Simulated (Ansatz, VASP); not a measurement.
**Two plane-wave programs on AlSiN**

```
Al Si N
1.0
     3.64579    0.00000    0.00000
    -1.82289    3.15734    0.00000
     0.00000    0.00000    3.66160
Al Si N
1 1 1
Cartesian
  1.8229 1.0524 1.8308
  0.0000 0.0000 0.0000
  0.0000 2.1049 1.8308
```

Change from the starting cell: species swapped into the CeCuSi type (P-6m2, No. 187).

Alike in both runs: task single point; functional PBE; k mesh 6 × 6 × 6; occupations gaussian, width 0.1 eV; collinear spin.

|  | VASP | Ansatz |
| --- | --- | --- |
| version | VASP 6.6.1 | Ansatz 0.2.0 |
| potentials or method | VASP PAW PBE potentials, release 64 (Al, Si, N), cutoff 600 eV | scalar-relativistic, plane waves, PAW |
| valence electrons in the cell | 12 | 12 |

|  | VASP | Ansatz | Ansatz less VASP |
| --- | --- | --- | --- |
| gap on the k mesh at the Fermi level (eV) | none | none | - |
| pressure (GPa) | -10.5 | -10.4 | +0.18 |
| traceless stress, the component that is largest in VASP (GPa) | 12.51 | 12.50 | -0.012 |
| net moment per atom (μB) | 0.00 | 0.00 | 0.000 |

A gap of «none» marks a metal or a gap that the smearing closes. With one functional, cell and mesh, what is left measures potentials, basis and numerics. Ansatz's warnings: seeded moment not kept.
